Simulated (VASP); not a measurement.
Zr2N:

```
Zr N
1.0
     5.41300    0.00000    0.00000
     0.00000    5.41300    0.00000
     0.00000    0.00000    3.30779
Zr N
4 2
Direct
  0.29613 0.29613 0.00000
  0.70387 0.70387 0.00000
  0.79613 0.20387 0.50000
  0.20387 0.79613 0.50000
  0.00000 0.00000 0.00000
  0.50000 0.50000 0.50000
```

- Program: VASP 6.6.1
- Task: relaxation of cell and atoms
- Functional: PBEsol
- Potentials or basis: VASP PAW PBE potentials, release 64 (Zr_sv, N)
- Cutoff: 600 eV
- k mesh: 8 × 8 × 10
- Occupations: gaussian, width 0.1 eV
- Spin: no spin polarisation

At the start: pressure -4.7 GPa; volume 16.15 Å³/atom.

Question: How do energy, volume and symmetry change on relaxing?

Answer: Over 5 steps the energy falls by 6.3 meV/atom and the volume is 15.74 Å³/atom (-2.6 %); space group P4_2/mnm (No. 136, to 0.1 Å) before and after.

Step by step:
```
step  energy change (eV)  largest force (eV/Å)  pressure (GPa)  volume (Å³)
   1              0.0000                0.0586           -4.69        96.92
   2              0.0733                0.1463            9.08        90.43
   3             -0.0375                0.0061           -0.06        94.48
   4             -0.0375                0.0075            0.04        94.43
   5             -0.0375                0.0011            0.03        94.44
```

Final structure:
```
CELL_PARAMETERS angstrom
5.37134 0.00000 0.00000
0.00000 5.37134 0.00000
0.00000 0.00000 3.27320
ATOMIC_POSITIONS crystal
Zr 0.29622 0.29622 0.00000
Zr 0.70378 0.70378 0.00000
Zr 0.79622 0.20378 0.50000
Zr 0.20378 0.79622 0.50000
N 0.00000 0.00000 0.00000
N 0.50000 0.50000 0.50000
```

Caveat: the PAW data sets were made with another functional, which shifts forces and pressure a little.
